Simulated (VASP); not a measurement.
# CaO (Cc) in VASP: single point with PBE

Aim: the single point of CaO with PBE.

Program: VASP 6.6.1. These are calculated values, not measurements. Logs are shortened: lines on timing, memory, paths and dates and some standing lists are left out, and cuts for length are marked.

## (1) The cell of the first run

Symmetry: Cc, No. 9, monoclinic system. The conventional cell has a = 5.173 Å, b = 3.850 Å, c = 5.859 Å, α = 90.00°, β = 109.19°, γ = 90.00°. Ca (site symmetry 1) has 5 O at 2.31 to 2.32 Å within 3.1 Å. O (site symmetry 1) has 5 Ca at 2.31 to 2.32 Å within 3.1 Å.

## (2) Single point, PBE

Input file INCAR:

```
PREC     = Accurate       # precision mode
ENCUT    = 520            # plane-wave cutoff, eV
EDIFF    = 1E-7           # SCF threshold, eV
ISMEAR   = 0              # smearing method
SIGMA    = 0.1            # smearing width, eV
LREAL    = False          # projectors in reciprocal space
LASPH    = True           # aspherical terms in the spheres
NELM     = 100            # most SCF steps
ALGO     = Normal         # electronic algorithm
ISIF     = 2              # what is computed and relaxed
LWAVE    = False          # write WAVECAR
LCHARG   = False          # write CHGCAR
GGA      = PE             # functional
NBANDS   = 24             # bands
```

Input file KPOINTS:

```
Automatic mesh
0
Gamma
  6 6 4
```

Input file POSCAR:

```
CaO
1.0
    2.5866921400     -1.9249455200      0.0000000000
    2.5866921400      1.9249455200      0.0000000000
   -1.9260120800      0.0000000000      5.5338183100
Ca O
2 2
Direct
    0.4901093500      0.8223851100      0.6464666700
    0.8223851100      0.4901093500      0.1464666700
    0.1776148900      0.5098906500      0.8535333300
    0.5098906500      0.1776148900      0.3535333300
```

Potentials or basis: VASP PAW PBE potentials, release 64 (Ca_sv, O).

Launch:

```sh
$ cat potpaw_PBE.64/Ca_sv/POTCAR potpaw_PBE.64/O/POTCAR > POTCAR
$ mpirun -np 1 vasp_std > vasp.out
```

OUTCAR:

```text
PREC = Accurate
   ENCUT = 520
   EDIFF = 1E-7
   ISMEAR = 0
   LREAL = False
   LASPH = True
   NELM = 100
   ISIF = 2
   GGA = PE

 ion  position               nearest neighbor table
   1  0.490  0.822  0.646-   3 2.31   3 2.31   4 2.32   3 2.32   4 2.32
   2  0.822  0.490  0.146-   4 2.31   4 2.31   3 2.32   4 2.32   3 2.32
   3  0.178  0.510  0.854-   1 2.31   1 2.31   2 2.32   1 2.32   2 2.32
   4  0.510  0.178  0.354-   2 2.31   2 2.31   1 2.32   2 2.32   1 2.32

  LATTYP: Found a base centered monoclinic cell.
 ALAT       =     5.1733842800
 B/A-ratio  =     0.7441726405
 C/A-ratio  =     1.1326064628
 COS(beta)  =    -0.3287041840

  Lattice vectors:

 A1 = (   2.5866921400,  -1.9249455200,   0.0000000000)
 A2 = (   2.5866921400,   1.9249455200,   0.0000000000)
 A3 = (  -1.9260120800,   0.0000000000,   5.5338183100)

Analysis of symmetry for initial positions (statically):
=====================================================================
 Subroutine PRICEL returns:
 Original cell was already a primitive cell.

 Routine SETGRP: Setting up the symmetry group for a
 base centered monoclinic supercell.

 Subroutine GETGRP returns: Found  2 space group operations
 (whereof  1 operations were pure point group operations)
 out of a pool of  4 trial point group operations.

The static configuration has the point symmetry C_1 .
 The point group associated with its full space group is C_1h.

Analysis of symmetry for dynamics (positions and initial velocities):
=====================================================================
 Subroutine PRICEL returns:
 Original cell was already a primitive cell.

 Routine SETGRP: Setting up the symmetry group for a
 base centered monoclinic supercell.

 Subroutine GETGRP returns: Found  2 space group operations
 (whereof  1 operations were pure point group operations)
 out of a pool of  4 trial point group operations.

The dynamic configuration has the point symmetry C_1 .
 The point group associated with its full space group is C_1h.

 Subroutine INISYM returns: Found  2 space group operations
 (whereof  1 operations are pure point group operations),
 and found     1 'primitive' translations

----------------------------------------------------------------------------------------

                                     Primitive cell

  volume of cell :      55.1084

  direct lattice vectors                    reciprocal lattice vectors
     2.586692140 -1.924945520  0.000000000     0.193297065 -0.259747611  0.067275878
     2.586692140  1.924945520  0.000000000     0.193297065  0.259747611  0.067275878
    -1.926012080  0.000000000  5.533818310     0.000000000  0.000000000  0.180707053

  length of vectors
     3.224343574  3.224343574  5.859408470     0.330694150  0.330694150  0.180707053

  position of ions in fractional coordinates (direct lattice)
     0.490109350  0.822385110  0.646466670
     0.822385110  0.490109350  0.146466670
     0.177614890  0.509890650  0.853533330
     0.509890650  0.177614890  0.353533330

  ion indices of the primitive-cell ions
   primitive index   ion index
                 1           1
                 2           2
                 3           3
                 4           4

----------------------------------------------------------------------------------------

 KPOINTS: Automatic mesh

Automatic generation of k-mesh.
 Grid dimensions read from file:
 generate k-points for:    6    6    4

 Generating k-lattice:

  Cartesian coordinates                     Fractional coordinates (reciprocal lattice)
     0.032216178 -0.043291268  0.011212646     0.166666667 -0.000000000  0.000000000
     0.032216178  0.043291268  0.011212646    -0.000000000  0.166666667  0.000000000
     0.000000000  0.000000000  0.045176763     0.000000000  0.000000000  0.250000000

  Length of vectors
     0.055115692  0.055115692  0.045176763

  Shift w.r.t. Gamma in fractional coordinates (k-lattice)
     0.000000000  0.000000000  0.000000000

 Subroutine IBZKPT returns following result:
 ===========================================

 Found     47 irreducible k-points:

 Following reciprocal coordinates:
            Coordinates               Weight
  0.000000  0.000000  0.000000      1.000000
  0.166667 -0.000000  0.000000      4.000000
  0.333333  0.000000  0.000000      4.000000
  0.500000 -0.000000  0.000000      2.000000
  0.166667  0.166667 -0.000000      2.000000
  0.333333  0.166667  0.000000      4.000000
[... 16 lines left out ...]
 -0.333333  0.166667  0.250000      4.000000
 -0.166667  0.166667  0.250000      4.000000
 [... further k-points ...]
   k-points           NKPTS =     47   k-points in BZ     NKDIM =     47   number of bands    NBANDS=     24
   number of dos      NEDOS =    301   number of ions     NIONS =      4
   total plane-waves  NPLWV =  27648
   dimension x,y,z NGX =    24 NGY =   24 NGZ =   48
   dimension x,y,z NGXF=    48 NGYF=   48 NGZF=   96
   ions per type =               2   2
   NGX,Y,Z   is equivalent  to a cutoff of  12.37, 12.37, 13.62 a.u.
   NGXF,Y,Z  is equivalent  to a cutoff of  24.75, 24.75, 27.24 a.u.
 SYSTEM =  unknown system
   PREC   = accura    normal or accurate (medium, high low for compatibility)
   ISTART =      0    job   : 0-new  1-cont  2-samecut
   ICHARG =      2    charge: 1-file 2-atom 10-const
   ISPIN  =      1    spin polarized calculation?
   LNONCOLLINEAR =      F non collinear calculations
   LSORBIT =      F    spin-orbit coupling
   LASPH  =      T    aspherical Exc in radial PAW
   ENCUT  =  520.0 eV  38.22 Ry    6.18 a.u.   6.00  6.00 10.89*2*pi/ulx,y,z
   NELM   =    100;   NELMIN=  2; NELMDL= -5     # of ELM steps
   EDIFF  = 0.1E-06   stopping-criterion for ELM
   LREAL  =      F    real-space projection
   EDIFFG = 0.1E-05   stopping-criterion for IOM
   NSW    =      0    number of steps for IOM
   IBRION =     -1    ionic relax: 0-MD 1-quasi-New 2-CG
   NFREE  =      0    steps in history (QN), initial steepest desc. (CG)
   ISIF   =      2    stress and relaxation
   ISYM   =      2    0-nonsym 1-usesym 2-fastsym
   POTIM  = 0.5000    time-step for ionic-motion
   TEBEG  =    0.0;   TEEND  =   0.0 temperature during run
   PSTRESS=    0.0 pullay stress
   NELECT =      32.0000    total number of electrons
   NUPDOWN=      -1.0000    fix difference up-down
   EMIN   =  10.00;   EMAX   =-10.00  energy-range for DOS
   EFERMI =   0.00;   METHOD = LEGACY
   ISMEAR =     0;   SIGMA  =   0.10  broadening in eV -4-tet -1-fermi 0-gaus
   EFERMI_NEDOS =   21; number of points for ismear=-14 and -15
   IALGO  =     38    algorithm
   IMIX   =      4    mixing-type and parameters
     AMIX     =   0.40;   BMIX     =  1.00
     AMIX_MAG =   1.60;   BMIX_MAG =  1.00
  volume/ion in A,a.u.               =      13.78        92.97
  Fermi-wavevector in a.u.,A,eV,Ry     =   1.365795  2.580978 25.380247  1.865396
  Thomas-Fermi vector in A             =   2.491992
   LORBIT       =      0    0 simple, 1 ext, 2 COOP (PROOUT), +10 PAW based schemes
   GGA     = PE    functional components
   LHFCALC =     F    Hartree Fock is set to
   AEXX    =    0.0000 exact exchange contribution
   IVDW    =     0    specifies the selected vdW correction
   LEPSILON=     F    determine dielectric tensor
   LRPA    =     F    only Hartree local field effects (RPA)
 non-spin polarized calculation
 Gauss-broadening in eV      SIGMA  =   0.10
  energy-cutoff  :      520.00
  volume of cell :       55.11
 maximum number of plane-waves:      1505
   NGX = 11   NGY = 11   NGZ = 21

 number of electron      32.0000001 magnetization

 Free energy of the ion-electron system (eV)
  ---------------------------------------------------
  ext. energy  EPLUGINS =         0.00000000
  ---------------------------------------------------
  free energy    TOTEN  =       -24.64732938 eV

  energy without entropy =      -24.64732938  energy(sigma->0) =      -24.64732938

 E-fermi :   3.0075     XC(G=0): -10.4705

 val. band max:        2.5456711513   @ k =   0.0000   0.0000   0.0000
 cond. band min:       6.4304378184   @ k =   0.0000   0.0000   0.0000
 fundamental gap:      3.8847666671
 Fermi energy:         3.0075462946

 k-point     1 :       0.0000    0.0000    0.0000
  band No.  band energies     occupation
      1     -35.2741      2.00000
      2     -35.1464      2.00000
      3     -17.2677      2.00000
      4     -16.1284      2.00000
      5     -16.1263      2.00000
      6     -15.9854      2.00000
[... 16 lines left out ...]
     23      10.2406      0.00000
     24      11.2336      0.00000

 k-point     2 :       0.1667   -0.0000    0.0000
  band No.  band energies     occupation
      1     -35.2504      2.00000
      2     -35.1364      2.00000
      3     -17.1500      2.00000
      4     -16.3624      2.00000
      5     -16.2229      2.00000
      6     -16.1218      2.00000
[... 16 lines left out ...]
     23      10.6257      0.00000
     24      11.2405      0.00000

 k-point     3 :       0.3333    0.0000    0.0000
  band No.  band energies     occupation
      1     -35.1998      2.00000
      2     -35.1192      2.00000
      3     -16.9302      2.00000
      4     -16.8321      2.00000
      5     -16.4999      2.00000
      6     -16.1369      2.00000
[... 16 lines left out ...]
     23      11.0654      0.00000
     24      11.3582      0.00000

 k-point     4 :       0.5000   -0.0000    0.0000
  band No.  band energies     occupation
      1     -35.1712      2.00000
      2     -35.1136      2.00000
      3     -17.0592      2.00000
      4     -16.8877      2.00000
      5     -16.4799      2.00000
      6     -16.1799      2.00000
[... 16 lines left out ...]
     23      11.3367      0.00000
     24      11.6474      0.00000

 k-point     5 :       0.1667    0.1667   -0.0000
  band No.  band energies     occupation
      1     -35.2318      2.00000
      2     -35.1307      2.00000
      3     -17.0702      2.00000
      4     -16.3962      2.00000
      5     -16.2554      2.00000
      6     -16.1572      2.00000
[... 451 lines left out ...]
 k-point    22 :       0.5000    0.1667    0.2500
  band No.  band energies     occupation
      1     -35.1498      2.00000
      2     -35.1105      2.00000
      3     -17.1046      2.00000
      4     -16.8126      2.00000
      5     -16.4001      2.00000
      6     -16.2474      2.00000
[... 16 lines left out ...]
     23      11.4765      0.00000
     24      11.7312      0.00000

 k-point    23 :      -0.3333    0.1667    0.2500
  band No.  band energies     occupation
      1     -35.1736      2.00000
      2     -35.1115      2.00000
      3     -16.9800      2.00000
      4     -16.7372      2.00000
      5     -16.5449      2.00000
      6     -16.2784      2.00000
[... 16 lines left out ...]
     23      11.2099      0.00000
     24      11.4154      0.00000

 k-point    24 :      -0.1667    0.1667    0.2500
  band No.  band energies     occupation
      1     -35.2104      2.00000
      2     -35.1383      2.00000
      3     -16.9356      2.00000
      4     -16.6276      2.00000
      5     -16.3721      2.00000
      6     -16.1997      2.00000
[... 16 lines left out ...]
     23      10.9787      0.00000
     24      11.2354      0.00000

 [... further k-points ...]
[... 5 lines left out ...]
  --------------------------------------------------------------------------------------
  -------------------------------------------------------------------------------------
  Total        4.2659048     -0.3924946      4.0134747      0.0000000      0.0000000      0.6668363
  in kB      124.0234076    -11.4110650    116.6844647      0.0000000      0.0000000     19.3870506
  external PRESSURE =      76.4322691 kB  Pullay stress =       0.0000000 kB

 VOLUME and BASIS-vectors are now :
 -----------------------------------------------------------------------------
  energy-cutoff  :      520.00
  volume of cell :       55.11
      direct lattice vectors                 reciprocal lattice vectors
     2.586692140 -1.924945520  0.000000000     0.193297065 -0.259747611  0.067275878
     2.586692140  1.924945520  0.000000000     0.193297065  0.259747611  0.067275878
    -1.926012080  0.000000000  5.533818310     0.000000000  0.000000000  0.180707053

 POSITION                                       TOTAL-FORCE (eV/Angst)
 -----------------------------------------------------------------------------------
      2.14992      0.63961      3.57743        -0.026365      0.190332      0.013077
      3.11292     -0.63961      0.81052        -0.026365     -0.190332      0.013077
      0.13445      0.63961      4.72330         0.026365      0.449215     -0.013077
      1.09746     -0.63961      1.95639         0.026365     -0.449215     -0.013077
 -----------------------------------------------------------------------------------
    total drift:                               -0.000013      0.000000     -0.000120

  FREE ENERGIE OF THE ION-ELECTRON SYSTEM (eV)
  ---------------------------------------------------
  free  energy   TOTEN  =       -24.6473293798 eV

  energy  without entropy=      -24.6473293798  energy(sigma->0) =      -24.64732938
```

It took 32 s on 1 thread of Intel Xeon Platinum 8488C (Sapphire Rapids), shared host; peak memory 0.19 GiB.

Results:

| Property | Result |
| --- | --- |
| Free energy | -24.6473 eV |
| Pressure | 7.6 GPa |
| Largest force | 0.450 eV/Å |
| Band gap on the k mesh | 3.88 eV, direct |

Forces in eV/Å, atoms in the order of the input:
```
Ca  -0.026  0.190  0.013
Ca  -0.026 -0.190  0.013
O    0.026  0.449 -0.013
O    0.026 -0.449 -0.013
```

Stress tensor (GPa, compression positive):
```
12.40  0.00  1.94
 0.00 -1.14  0.00
 1.94  0.00 11.67
```
